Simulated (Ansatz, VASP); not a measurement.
**O in VASP and in Ansatz**

```
O
1.0
     2.61123    0.00000    0.00000
    -1.30561    2.26139    0.00000
     0.00000    0.00000    6.70395
O
4
Direct
  0.33333 0.66667 0.16100
  0.66667 0.33333 0.66100
  0.33333 0.66667 0.33900
  0.66667 0.33333 0.83900
```

Change from the starting cell: volume scaled by 1.06.

Alike in both runs: task single point; functional PBEsol; k mesh 13 × 13 × 5; occupations fermi-dirac, width 0.03 eV; no spin polarisation.

```csv
,VASP,Ansatz
version,VASP 6.6.1,Ansatz 0.2.0
potentials or method,"VASP PAW PBE potentials, release 64 (O), cutoff 520 eV","all-electron LAPW, scalar-relativistic"
```

```tsv
	VASP	Ansatz	Ansatz less VASP
pressure (GPa)	6.7	2.3	-4.41
traceless stress, the component that is largest in VASP (GPa)	27.76	18.04	-9.720
rms of the force components (eV/Å)	1.375	0.492	-0.8828
```

VASP's potentials were made for PBE, not for PBEsol. Atom by atom the forces differ by 0.883 eV/Å (rms over components). Ansatz ran all-electron here, and VASP with PAW potentials.

Noted on VASP's run: the standard files for N, O and F lose accuracy on very short bonds; spin is off for a triplet molecule.
